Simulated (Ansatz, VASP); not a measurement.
## One calculation of BN, two programs

```
B N
1.0
     0.00000    1.80482    1.80482
     1.80482    0.00000    1.80482
     1.80482    1.80482    0.00000
B N
1 1
Direct
  0.00000 0.00000 0.00000
  0.25000 0.25000 0.25000
```

Alike in both runs: task single point; functional r2SCAN; k mesh 8 × 8 × 8; no spin polarisation.

```csv
,VASP,Ansatz
version,VASP 6.6.1,Ansatz 0.2.0
potentials or method,"VASP PAW PBE potentials, release 64 (B, N)",plane waves
plane-wave cutoff (eV),660,500
occupations,"methfessel-paxton of order 1, width 0.5 eV","cold, width 0.5 eV"
valence electrons in the cell,8,8
```

Ansatz gave:

| Item | Value |
| --- | --- |
| gap on the k mesh at the Fermi level (eV) | 5.00 |
| pressure (GPa) | 0.0 |

Question: Estimate VASP's values.

Answer: gap on the k mesh at the Fermi level (eV): 4.98; pressure (GPa): 1.2.

VASP's potentials were made for PBE, not for r2SCAN.
